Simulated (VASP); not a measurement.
Write the native input for VASP 6.6.1 that does the following.

* Task: single point
* Functional: PBEsol
* Potentials or basis: VASP PAW PBE potentials, release 64 (Ta_sv_GW, O)
* Cutoff: 700 eV
* k mesh: 1 × 1 × 1
* Occupations: gaussian, width 0.1 eV
* Spin: no spin polarisation
* Dipole correction: no
* Further INCAR settings: ALGO = Normal; EDIFF = 1e-06; NBANDS = 37

The structure of Ta4O lies in POSCAR:

```
Ta4O
1.0
    3.2320470291     -0.0152481768      0.0288595295
   -0.0152481768      3.2607564900     -0.0239794059
    0.0656424534     -0.0545423666      7.3830922482
Ta O
4 1
Direct
    0.0557881040      0.0175980815      0.4959207976
    0.5099888585      0.4844793375      0.7830196518
    0.4958958890      0.5104955771      0.2247411169
    0.0271957279      0.0119959521     -0.0099535760
    0.4860972249      0.4512680640      0.5148622201
```

These files were run (other wordings do the same):

INCAR

```
ALGO = Normal ; EDIFF = 1E-6
ENCUT = 700 ; GGA = PS
GGA_COMPAT = F ; ISIF = 2
ISMEAR = 0 ; LASPH = T
LCHARG = F ; LREAL = F
LWAVE = F ; NBANDS = 37
NELM = 120 ; PREC = Accurate
SIGMA = 0.1
```

KPOINTS

```
k-points
0
Gamma
  1 1 1
```

Potentials or basis: VASP PAW PBE potentials, release 64 (Ta_sv_GW, O).

Command:

```bash
$ cat potpaw_PBE.64/Ta_sv_GW/POTCAR potpaw_PBE.64/O/POTCAR > POTCAR
$ mpirun -np 1 vasp_gam > vasp.out
```

It gave:

```json
{
 "Pressure": "0.1 GPa",
 "Largest force": "5.292 eV/Å"
}
```

Caveat: the k points lie up to 1.94 Å⁻¹ apart, too coarse for converged energies, forces and pressures; the PAW data sets were made with another functional, which shifts forces and pressure a little.

Run time: 120 s on 1 thread of Intel(R) Xeon(R) Platinum 8259CL CPU @ 2.50GHz (Skylake/Cascade Lake) (shared host), peak memory 0.21 GiB.
